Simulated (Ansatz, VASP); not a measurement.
One calculation of AlNi2, two programs

Contents of INCAR:

```
PREC = Accurate
ENCUT = 520
EDIFF = 1E-6
ISMEAR = 0
SIGMA = 0.15
LREAL = False
LASPH = True
NELM = 100
ALGO = Fast
ISIF = 2
LWAVE = False
LCHARG = False
GGA = PS
NBANDS = 32
```

KPOINTS

```
regular mesh
0
Gamma
  12 12 10
```

File POSCAR:

```
AlNi2
1.0
    3.9748989536      0.0000000000      0.0000000000
   -1.9874494768      3.4423634713      0.0000000000
    0.0000000000      0.0000000000      4.9060444288
Al Ni
2 4
Direct
    0.3333333333      0.6666666667      0.1634014693
    0.6666666667      0.3333333333      0.8365985307
    0.3333333333      0.6666666667      0.6467712271
    0.6666666667      0.3333333333      0.3532287729
    0.0000000000      0.0000000000      0.5000000000
    0.0000000000      0.0000000000      0.0000000000
```

Input for Ansatz:

```yaml
crystal:
  lattice:
    - [3.9748989536, 0.0, 0.0]
    - [-1.9874494768, 3.4423634713, 0.0]
    - [0.0, 0.0, 4.9060444288]
  atoms:
    - { symbol: Al, position: [0.3333333333, 0.6666666667, 0.1634014693] }
    - { symbol: Al, position: [0.6666666667, 0.3333333333, 0.8365985307] }
    - { symbol: Ni, position: [0.3333333333, 0.6666666667, 0.6467712271] }
    - { symbol: Ni, position: [0.6666666667, 0.3333333333, 0.3532287729] }
    - { symbol: Ni, position: [0.0, 0.0, 0.5] }
    - { symbol: Ni, position: [0.0, 0.0, 0.0] }
basis:
  ecutwfc: 420
kpoints:
  mp_grid: { grid: [12, 12, 10] }
hamiltonian:
  xc: pbesol
scf:
  occupations: { method: gaussian, width: 0.15 }
output:
  forces: true
  stress: true
  eigenvalues: true
```

Change from the starting cell: mode 4 (128.2 1/cm) frozen in, largest displacement +0.200 Å.

Alike in both runs: task single point; functional PBEsol; k mesh 12 × 12 × 10; occupations gaussian, width 0.15 eV; no spin polarisation.

|  | VASP | Ansatz |
| --- | --- | --- |
| version | VASP 6.6.1 | Ansatz 0.2.0 |
| potentials or method | VASP PAW PBE potentials, release 64 (Al, Ni), cutoff 520 eV | scalar-relativistic, plane waves, PAW |
| valence electrons in the cell | 46 | 78 |

Ansatz gave:

* gap on the k mesh at the Fermi level (eV): none
* pressure (GPa): 0.9
* traceless stress, the component that is largest in VASP (GPa): -1.05
* rms of the force components (eV/Å): 0.351

Question: Which values does VASP return?

Answer: gap on the k mesh at the Fermi level (eV): none; pressure (GPa): 1.0; traceless stress, the component that is largest in VASP (GPa): -1.02; rms of the force components (eV/Å): 0.352.

VASP's potentials were made for PBE, not for PBEsol. Atom by atom the forces differ by 0.002 eV/Å (rms over components). A gap of «none» marks a metal or a gap that the smearing closes. VASP's potentials hold 46 valence electrons a cell and Ansatz's 78, so a difference there can come from the potentials and not from the codes.
